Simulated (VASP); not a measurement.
Wanted: the native input for a VASP 6.6.1 run.

* Task: relaxation of cell and atoms
* Functional: PBE
* Potentials or basis: VASP PAW PBE potentials, release 64 (Sn_d, P)
* Cutoff: 600 eV
* k mesh: 12 × 12 × 2
* Occupations: gaussian, width 0.1 eV
* Spin: no spin polarisation
* Dipole correction: no
* Further INCAR settings: ALGO = Normal; EDIFF = 1e-06; IBRION = 2; EDIFFG = -0.01; NSW = 100; ISIF = 3

The structure of Sn3P2 lies in POSCAR:

```
Sn3P2
1.0
    3.9033335396      0.0000000000      0.0000000000
   -1.9516667698      3.3803860047      0.0000000000
    0.0000000000      0.0000000000     18.7844084948
Sn P
6 4
Direct
    0.0000000000      0.0000000000      0.2500000000
    0.0000000000      0.0000000000      0.7500000000
    0.3333333333      0.6666666667      0.9282063146
    0.6666666667      0.3333333333      0.4282063146
    0.3333333333      0.6666666667      0.5717936854
    0.6666666667      0.3333333333      0.0717936854
    0.3333333333      0.6666666667      0.1507170746
    0.6666666667      0.3333333333      0.6507170746
    0.3333333333      0.6666666667      0.3492829254
    0.6666666667      0.3333333333      0.8492829254
```

The cell was built from a structure type or drawn by symmetry, and may not be a known phase.

One way to write it, as run:

INCAR

```
PREC = Accurate
ENCUT = 600
EDIFF = 1E-6
ISMEAR = 0
SIGMA = 0.1
LREAL = F
LASPH = T
NELM = 100
ALGO = Normal
ISIF = 3
LWAVE = F
LCHARG = F
GGA = PE
IBRION = 2
NSW = 100
EDIFFG = -0.01
KPAR = 4
```

KPOINTS

```
Automatic mesh
0
Gamma
  12 12 2
```

Potentials or basis: VASP PAW PBE potentials, release 64 (Sn_d, P).

The run is started by

```bash
$ cat potpaw_PBE.64/Sn_d/POTCAR potpaw_PBE.64/P/POTCAR > POTCAR
$ mpirun -np 4 vasp_std > vasp.out
```

Results of the run:

```yaml
Relaxed_volume: 24.65 Å³/atom
Relaxed_cell: a = 3.886 Å, b = 3.886 Å, c = 18.844 Å, α = 90.00°, β = 90.00°, γ = 120.00°
Space_group_after_relaxing_to_0.1_Å: P6_3/mmc (No. 194)
Energy_gained_by_relaxing: 0.5 meV/atom
Ionic_steps: 9
Pressure_after_relaxing: 0.0 GPa
Largest_force_after_relaxing: 0.004 eV/Å
Band_gap_on_the_k_mesh: zero (bands 52 and 53 overlap by 2.12 eV)
```

Caveat: spin-orbit coupling is left out, which moves the levels of the heavy elements.

Wall time 13 min on 4 MPI ranks on AMD EPYC 7R13 Processor (Zen 3), on a shared host, peak memory 0.75 GiB a rank.
